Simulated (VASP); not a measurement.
The system is HgTe.

```
Hg Te
1.0
     0.00000    3.01984    3.01984
     3.01984    0.00000    3.01984
     3.01984    3.01984    0.00000
Hg Te
1 1
Cartesian
  0.0000 0.0000 0.0000
  3.0198 3.0198 3.0198
```

| Property | Result |
| --- | --- |
| Program | VASP 6.6.1 |
| Task | relaxation of cell and atoms |
| Functional | PBE |
| Potentials or basis | VASP PAW PBE potentials, release 64 (Hg, Te) |
| Cutoff | 600 eV |
| k mesh | 12 × 12 × 12 |
| Occupations | gaussian, width 0.1 eV |
| Spin | no spin polarisation |

At the start: pressure 2.9 GPa; volume 27.54 Å³/atom.

Question: Where does the relaxation end?

Answer: Over 3 steps the energy falls by 12.9 meV/atom and the volume is 29.05 Å³/atom (+5.5 %); space group Fm-3m (No. 225, to 0.05 Å).

The path:
```tsv
step	energy change (eV)	largest force (eV/Å)	pressure (GPa)	volume (Å³)
1	0.0000	0.0000	2.88	55.08
2	-0.0233	0.0000	-0.77	59.12
3	-0.0258	0.0000	0.01	58.10
```

Final structure:
```yaml
crystal:
  lattice:
    - [0.00000, 3.07415, 3.07415]
    - [3.07415, 0.00000, 3.07415]
    - [3.07415, 3.07415, 0.00000]
  atoms:
    - { symbol: Hg, position: [0.00000, 0.00000, 0.00000] }
    - { symbol: Te, position: [0.50000, 0.50000, 0.50000] }
```
